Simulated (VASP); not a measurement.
# CaO in VASP: notebook

The runs below take CaO through single point, with r2SCAN, PBE.

All numbers are computed with VASP 6.6.1; they aren't measurements. Logs are shortened: lines on timing, memory, paths and dates and some standing lists are left out, and cuts for length are marked.

### 1 The cell of the first run

Symmetry: P6_3/mmc, No. 194, hexagonal system. Conventional cell: a = 4.021 Å, b = 4.021 Å, c = 4.748 Å, α = 90.00°, β = 90.00°, γ = 120.00°. Within 3.1 Å of Ca (site symmetry -6m2) lie 5 O at 2.32 to 2.37 Å. Within 3.1 Å of O (site symmetry -6m2) lie 5 Ca at 2.32 to 2.37 Å.

### 2 Single point, r2SCAN (epitaxial xy strain +1.0%)

Contents of POSCAR:

```
CaO
1.0
    4.0206463811      0.0000000000      0.0000000000
   -2.0103231906      3.4819819057      0.0000000000
    0.0000000000      0.0000000000      4.7475356018
Ca O
2 2
Direct
    0.3333333333      0.6666666667     -0.0625000000
    0.6666666667      0.3333333333      0.4375000000
    0.3333333333      0.6666666667      0.4375000000
    0.6666666667      0.3333333333      0.9375000000
```

Contents of INCAR.step1:

```
  PREC = Accurate
  ENCUT = 520
  ISMEAR = 0
  SIGMA = 0.01
  LREAL = F
  LASPH = T
  NELM = 60
  NBANDS = 24
  GGA = PE
  ALGO = Normal
  EDIFF = 1E-4
  LWAVE = T
  LCHARG = F
```

Contents of INCAR.step2:

```
  PREC = Accurate
  ENCUT = 520
  EDIFF = 1E-6
  ISMEAR = 0
  SIGMA = 0.01
  LREAL = F
  LASPH = T
  NELM = 60
  ALGO = Normal
  ISIF = 2
  LWAVE = F
  LCHARG = F
  METAGGA = R2SCAN
  LMIXTAU = T
  NBANDS = 24
  ISTART = 1
```

Contents of KPOINTS:

```
regular mesh
0
Gamma
  12 12 6
```

Potentials or basis: VASP PAW PBE potentials, release 64 (Ca_sv, O).

The run is started by

```
$ cat potpaw_PBE.64/Ca_sv/POTCAR potpaw_PBE.64/O/POTCAR > POTCAR
$ cp INCAR.step1 INCAR
$ mpirun -np 1 vasp_std > vasp.out
$ cp INCAR.step2 INCAR
$ mpirun -np 1 vasp_std > vasp.out
```

OUTCAR:

```text
PREC = Accurate
   ENCUT = 520
   EDIFF = 1E-6
   ISMEAR = 0
   LREAL = F
   LASPH = T
   NELM = 60
   ISIF = 2
   METAGGA = R2SCAN
   ISTART = 1

 ion  position               nearest neighbor table
   1  0.333  0.667  0.938-   4 2.32   4 2.32   4 2.32   3 2.37   3 2.37
   2  0.667  0.333  0.438-   3 2.32   3 2.32   3 2.32   4 2.37   4 2.37
   3  0.333  0.667  0.438-   2 2.32   2 2.32   2 2.32   1 2.37   1 2.37
   4  0.667  0.333  0.938-   1 2.32   1 2.32   1 2.32   2 2.37   2 2.37

  LATTYP: Found a hexagonal cell.
 ALAT       =     4.0206463811
 C/A-ratio  =     1.1807891448

  Lattice vectors:

 A1 = (   4.0206463811,   0.0000000000,   0.0000000000)
 A2 = (  -2.0103231906,   3.4819819057,   0.0000000000)
 A3 = (   0.0000000000,   0.0000000000,   4.7475356018)

Analysis of symmetry for initial positions (statically):
=====================================================================
 Subroutine PRICEL returns:
 Original cell was already a primitive cell.

 Routine SETGRP: Setting up the symmetry group for a
 hexagonal supercell.

 Subroutine GETGRP returns: Found 24 space group operations
 (whereof  6 operations were pure point group operations)
 out of a pool of 24 trial point group operations.

The static configuration has the point symmetry C_3v.
 The point group associated with its full space group is D_6h.

Analysis of symmetry for dynamics (positions and initial velocities):
=====================================================================
 Subroutine PRICEL returns:
 Original cell was already a primitive cell.

 Routine SETGRP: Setting up the symmetry group for a
 hexagonal supercell.

 Subroutine GETGRP returns: Found 24 space group operations
 (whereof  6 operations were pure point group operations)
 out of a pool of 24 trial point group operations.

The dynamic configuration has the point symmetry C_3v.
 The point group associated with its full space group is D_6h.

 Subroutine INISYM returns: Found 24 space group operations
 (whereof  6 operations are pure point group operations),
 and found     1 'primitive' translations

----------------------------------------------------------------------------------------

                                     Primitive cell

  volume of cell :      66.4646

  direct lattice vectors                    reciprocal lattice vectors
     4.020646381  0.000000000  0.000000000     0.248716227  0.143596381  0.000000000
    -2.010323191  3.481981906  0.000000000     0.000000000  0.287192762  0.000000000
     0.000000000  0.000000000  4.747535602     0.000000000  0.000000000  0.210635598

  length of vectors
     4.020646381  4.020646381  4.747535602     0.287192762  0.287192762  0.210635598

  position of ions in fractional coordinates (direct lattice)
     0.333333333  0.666666667  0.937500000
     0.666666667  0.333333333  0.437500000
     0.333333333  0.666666667  0.437500000
     0.666666667  0.333333333  0.937500000

  ion indices of the primitive-cell ions
   primitive index   ion index
                 1           1
                 2           2
                 3           3
                 4           4

----------------------------------------------------------------------------------------

 KPOINTS: regular mesh

Automatic generation of k-mesh.
 Grid dimensions read from file:
 generate k-points for:   12   12    6

 Generating k-lattice:

  Cartesian coordinates                     Fractional coordinates (reciprocal lattice)
     0.020726352  0.011966365  0.000000000     0.083333333  0.000000000  0.000000000
     0.000000000  0.023932730  0.000000000     0.000000000  0.083333333  0.000000000
     0.000000000  0.000000000  0.035105933     0.000000000  0.000000000  0.166666667

  Length of vectors
     0.023932730  0.023932730  0.035105933

  Shift w.r.t. Gamma in fractional coordinates (k-lattice)
     0.000000000  0.000000000  0.000000000

 Subroutine IBZKPT returns following result:
 ===========================================

 Found     76 irreducible k-points:

 Following reciprocal coordinates:
            Coordinates               Weight
  0.000000  0.000000  0.000000      1.000000
  0.083333 -0.000000  0.000000      6.000000
  0.166667  0.000000  0.000000      6.000000
  0.250000  0.000000  0.000000      6.000000
  0.333333  0.000000  0.000000      6.000000
  0.416667  0.000000  0.000000      6.000000
[... 16 lines left out ...]
  0.250000  0.000000  0.166667     12.000000
  0.333333  0.000000  0.166667     12.000000
 [... further k-points ...]
   k-points           NKPTS =     76   k-points in BZ     NKDIM =     76   number of bands    NBANDS=     24
   number of dos      NEDOS =    301   number of ions     NIONS =      4
   total plane-waves  NPLWV =  32400
   dimension x,y,z NGX =    30 NGY =   30 NGZ =   36
   dimension x,y,z NGXF=    60 NGYF=   60 NGZF=   72
   ions per type =               2   2
   NGX,Y,Z   is equivalent  to a cutoff of  12.40, 12.40, 12.61 a.u.
   NGXF,Y,Z  is equivalent  to a cutoff of  24.81, 24.81, 25.21 a.u.
 SYSTEM =  unknown system
   PREC   = accura    normal or accurate (medium, high low for compatibility)
   ISTART =      1    job   : 0-new  1-cont  2-samecut
   ICHARG =      0    charge: 1-file 2-atom 10-const
   ISPIN  =      1    spin polarized calculation?
   LNONCOLLINEAR =      F non collinear calculations
   LSORBIT =      F    spin-orbit coupling
   LASPH  =      T    aspherical Exc in radial PAW
   ENCUT  =  520.0 eV  38.22 Ry    6.18 a.u.   7.48  7.48  8.83*2*pi/ulx,y,z
   NELM   =     60;   NELMIN=  2; NELMDL=  0     # of ELM steps
   EDIFF  = 0.1E-05   stopping-criterion for ELM
   LREAL  =      F    real-space projection
   EDIFFG = 0.1E-04   stopping-criterion for IOM
   NSW    =      0    number of steps for IOM
   IBRION =     -1    ionic relax: 0-MD 1-quasi-New 2-CG
   NFREE  =      0    steps in history (QN), initial steepest desc. (CG)
   ISIF   =      2    stress and relaxation
   ISYM   =      2    0-nonsym 1-usesym 2-fastsym
   POTIM  = 0.5000    time-step for ionic-motion
   TEBEG  =    0.0;   TEEND  =   0.0 temperature during run
   PSTRESS=    0.0 pullay stress
   NELECT =      32.0000    total number of electrons
   NUPDOWN=      -1.0000    fix difference up-down
   EMIN   =  10.00;   EMAX   =-10.00  energy-range for DOS
   EFERMI =   0.00;   METHOD = LEGACY
   ISMEAR =     0;   SIGMA  =   0.01  broadening in eV -4-tet -1-fermi 0-gaus
   EFERMI_NEDOS =   21; number of points for ismear=-14 and -15
   IALGO  =     38    algorithm
   IMIX   =      4    mixing-type and parameters
     AMIX     =   0.40;   BMIX     =  1.00
     AMIX_MAG =   1.60;   BMIX_MAG =  1.00
  volume/ion in A,a.u.               =      16.62       112.13
  Fermi-wavevector in a.u.,A,eV,Ry     =   1.283102  2.424712 22.399972  1.646352
  Thomas-Fermi vector in A             =   2.415375
   LORBIT       =      0    0 simple, 1 ext, 2 COOP (PROOUT), +10 PAW based schemes
   METAGGA = R2SCAN    functional components
   LHFCALC =     F    Hartree Fock is set to
   AEXX    =    0.0000 exact exchange contribution
   IVDW    =     0    specifies the selected vdW correction
   LEPSILON=     F    determine dielectric tensor
   LRPA    =     F    only Hartree local field effects (RPA)
 non-spin polarized calculation
 Gauss-broadening in eV      SIGMA  =   0.01
  energy-cutoff  :      520.00
  volume of cell :       66.46
 maximum number of plane-waves:      1835
 NGX is ok and might be reduce to    30
   NGX = 15   NGY = 15   NGZ = 17

 number of electron      32.0000015 magnetization

 Free energy of the ion-electron system (eV)
  ---------------------------------------------------
  ext. energy  EPLUGINS =         0.00000000
  ---------------------------------------------------
  free energy    TOTEN  =       -38.48574318 eV

  energy without entropy =      -38.48574318  energy(sigma->0) =      -38.48574318

 E-fermi :   1.0410     XC(G=0):  -9.9224

 val. band max:        0.9943657656   @ k =   0.0000   0.0000   0.0000
 cond. band min:       4.5040831505   @ k =   0.0000   0.0000   0.0000
 fundamental gap:      3.5097173848
 Fermi energy:         1.0409746767

 k-point     1 :       0.0000    0.0000    0.0000
  band No.  band energies     occupation
      1     -38.1165      2.00000
      2     -37.9868      2.00000
      3     -18.5636      2.00000
      4     -18.3410      2.00000
      5     -18.3410      2.00000
      6     -18.1417      2.00000
[... 16 lines left out ...]
     23      10.0363      0.00000
     24      10.0787      0.00000

 k-point     2 :       0.0833   -0.0000    0.0000
  band No.  band energies     occupation
      1     -38.1137      2.00000
      2     -37.9880      2.00000
      3     -18.5545      2.00000
      4     -18.3744      2.00000
      5     -18.3470      2.00000
      6     -18.1832      2.00000
[... 16 lines left out ...]
     23       9.8645      0.00000
     24      10.0301      0.00000

 k-point     3 :       0.1667    0.0000    0.0000
  band No.  band energies     occupation
      1     -38.1059      2.00000
      2     -37.9915      2.00000
      3     -18.5280      2.00000
      4     -18.4621      2.00000
      5     -18.3629      2.00000
      6     -18.2892      2.00000
[... 16 lines left out ...]
     23       9.7093      0.00000
     24       9.8926      0.00000
[... 514 lines left out ...]
 k-point    23 :       0.2500    0.0000    0.1667
  band No.  band energies     occupation
      1     -38.0873      2.00000
      2     -38.0035      2.00000
      3     -18.7273      2.00000
      4     -18.5407      2.00000
      5     -18.3670      2.00000
      6     -18.3425      2.00000
[... 16 lines left out ...]
     23      10.2010      0.00000
     24      10.2746      0.00000

 k-point    24 :       0.3333    0.0000    0.1667
  band No.  band energies     occupation
      1     -38.0748      2.00000
      2     -38.0100      2.00000
      3     -18.8095      2.00000
      4     -18.6648      2.00000
      5     -18.3854      2.00000
      6     -18.3172      2.00000
[... 16 lines left out ...]
     23      10.0419      0.00000
     24      10.4110      0.00000

 [... further k-points ...]

------------------------ aborting loop because EDIFF is reached ----------------------------------------

  FORCE on cell =-STRESS in cart. coord.  units (eV):
  Direction    XX          YY          ZZ          XY          YZ          ZX
  --------------------------------------------------------------------------------------
  -------------------------------------------------------------------------------------
  Total       -0.3833403     -0.3833403      0.4091999      0.0000000     -0.0000000     -0.0000000
  in kB       -9.2406903     -9.2406903      9.8640547      0.0000000     -0.0000000     -0.0000000
  external PRESSURE =      -2.8724420 kB  Pullay stress =       0.0000000 kB

 VOLUME and BASIS-vectors are now :
 -----------------------------------------------------------------------------
  energy-cutoff  :      520.00
  volume of cell :       66.46
      direct lattice vectors                 reciprocal lattice vectors
     4.020646381  0.000000000  0.000000000     0.248716227  0.143596381  0.000000000
    -2.010323191  3.481981906  0.000000000     0.000000000  0.287192762  0.000000000
     0.000000000  0.000000000  4.747535602     0.000000000  0.000000000  0.210635598

 POSITION                                       TOTAL-FORCE (eV/Angst)
 -----------------------------------------------------------------------------------
     -0.00000      2.32132      4.45081        -0.000000      0.000000     -0.000000
      2.01032      1.16066      2.07705         0.000000     -0.000000     -0.000000
     -0.00000      2.32132      2.07705         0.000000     -0.000000     -0.000000
      2.01032      1.16066      4.45081        -0.000000      0.000000      0.000000
 -----------------------------------------------------------------------------------
    total drift:                               -0.000000      0.000000      0.000000

  FREE ENERGIE OF THE ION-ELECTRON SYSTEM (eV)
  ---------------------------------------------------
  free  energy   TOTEN  =       -38.4857431817 eV

  energy  without entropy=      -38.4857431817  energy(sigma->0) =      -38.48574318
```

It took 11 min on 1 thread of Oxide Virtual Turin-like, shared host; peak memory 0.22 GiB.

Results:

| Property | Result |
| --- | --- |
| Free energy | -38.4857 eV |
| Pressure | -0.3 GPa |
| Band gap on the k mesh | 3.51 eV, direct |

Levels at points of the mesh, in eV from the valence-band top:
| k point | band 12 | band 13 | band 14 | band 15 | band 16 | band 17 | band 18 | band 19 | band 20 | band 21 |
| --- | --- | --- | --- | --- | --- | --- | --- | --- | --- | --- |
| (0.00, 0.00, 0.00) | -1.20 | -1.15 | -1.15 | -1.06 | 0.00 | 3.51 | 6.73 | 6.73 | 8.34 | 8.52 |
| (0.50, 0.00, 0.00) | -1.06 | -0.89 | -0.80 | -0.56 | -0.40 | 5.04 | 5.76 | 5.82 | 8.26 | 8.27 |
| (0.00, 0.00, 0.50) | -1.59 | -1.30 | -1.30 | -1.30 | -1.30 | 5.33 | 5.33 | 8.43 | 8.43 | 8.43 |
| (0.50, 0.00, 0.50) | -2.07 | -1.08 | -1.08 | -0.79 | -0.79 | 5.78 | 5.78 | 7.97 | 7.97 | 8.61 |

Caveat: the cell differs from its parent crystal (epitaxial xy strain +1.0%); the PAW data sets were made with another functional, which shifts forces and pressure a little. A k mesh can miss the band edges.

### 3 Single point, r2SCAN (strain +1.5%)

Contents of POSCAR:

```
CaO
1.0
    4.0405505711      0.0000000000      0.0000000000
   -2.0202752856      3.4992194399      0.0000000000
    0.0000000000      0.0000000000      4.8420007098
Ca O
2 2
Direct
    0.3333333333      0.6666666667     -0.0625000000
    0.6666666667      0.3333333333      0.4375000000
    0.3333333333      0.6666666667      0.4375000000
    0.6666666667      0.3333333333      0.9375000000
```

INCAR.step1, as its differences from that of step 2:

```diff
@@ -6,3 +6,3 @@
   LASPH = T
-  NELM = 60
+  NELM = 80
   NBANDS = 24
```

Contents of INCAR.step2:

```
  PREC = Accurate
  ENCUT = 520
  EDIFF = 1E-6
  ISMEAR = 0
  SIGMA = 0.01
  LREAL = F
  LASPH = T
  NELM = 80
  ALGO = Normal
  ISIF = 2
  LWAVE = F
  LCHARG = T
  METAGGA = R2SCAN
  LMIXTAU = T
  LELF = T
  LVHAR = T
  NBANDS = 24
  ISTART = 1
```

KPOINTS is that of step 2.

Potentials or basis: VASP PAW PBE potentials, release 64 (Ca_sv, O).

The run is started by

```
$ cat potpaw_PBE.64/Ca_sv/POTCAR potpaw_PBE.64/O/POTCAR > POTCAR
$ cp INCAR.step1 INCAR
$ mpirun -np 1 vasp_std > vasp.out
$ cp INCAR.step2 INCAR
$ mpirun -np 1 vasp_std > vasp.out
```

Run time: 9.4 min. Hardware: 1 thread of Oxide Virtual Turin-like, shared host; peak memory 0.22 GiB.

Results (log left out):

- Free energy: -38.4688 eV
- Pressure: -3.0 GPa
- Band gap on the k mesh: 3.46 eV, direct

Stress tensor (GPa, compression positive):
```
-2.80  0.00  0.00
 0.00 -2.80  0.00
 0.00  0.00 -3.35
```

Levels at points of the mesh, in eV from the valence-band top:
```csv
k point,band 14,band 15,band 16,band 17,band 18,band 19
"(0.00, 0.00, 0.00)",-1.08,-1.08,0.00,3.45,6.70,6.70
"(0.50, 0.00, 0.00)",-0.83,-0.57,-0.36,5.05,5.72,5.81
"(0.00, 0.00, 0.50)",-1.22,-1.22,-1.22,5.27,5.27,8.28
"(0.50, 0.00, 0.50)",-1.00,-0.73,-0.73,5.72,5.72,7.83
```

Caveat: the cell differs from its parent crystal (strain +1.5%); the PAW data sets were made with another functional, which shifts forces and pressure a little. A k mesh can miss the band edges.

[end of part 1 of 2]
